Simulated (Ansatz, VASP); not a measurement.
## Two plane-wave programs on GaN

```
Ga N
1.0
     2.25350    2.25350    0.00000
    -2.25350    2.25350    0.00000
     0.00000    2.25350    2.25350
Ga N
1 1
Direct
  0.00000 0.00000 0.00000
  0.25000 0.75000 0.50000
```

Alike in both runs: task relaxation of cell and atoms; functional LDA; k mesh 14 × 14 × 14; occupations fermi-dirac, width 0.05 eV; no spin polarisation.

|  | VASP | Ansatz |
| --- | --- | --- |
| version | VASP 6.6.1 | Ansatz 0.2.0 |
| potentials or method | VASP PAW LDA potentials, release 64 (Ga_d, N) | PAW with Ansatz's default frozen-core files, scalar-relativistic |
| plane-wave cutoff (eV) | 600 | 420 |
| valence electrons in the cell | 18 | 18 |

```tsv
	VASP	Ansatz	Ansatz less VASP
relaxed volume (Å³/atom)	11.12	11.06	-0.060
relaxed cell length with the largest relative difference (Å)	3.156	3.150	-0.0057
```

LDA's correlation is that of Perdew and Zunger in VASP and of Perdew and Wang (1992) in Ansatz.
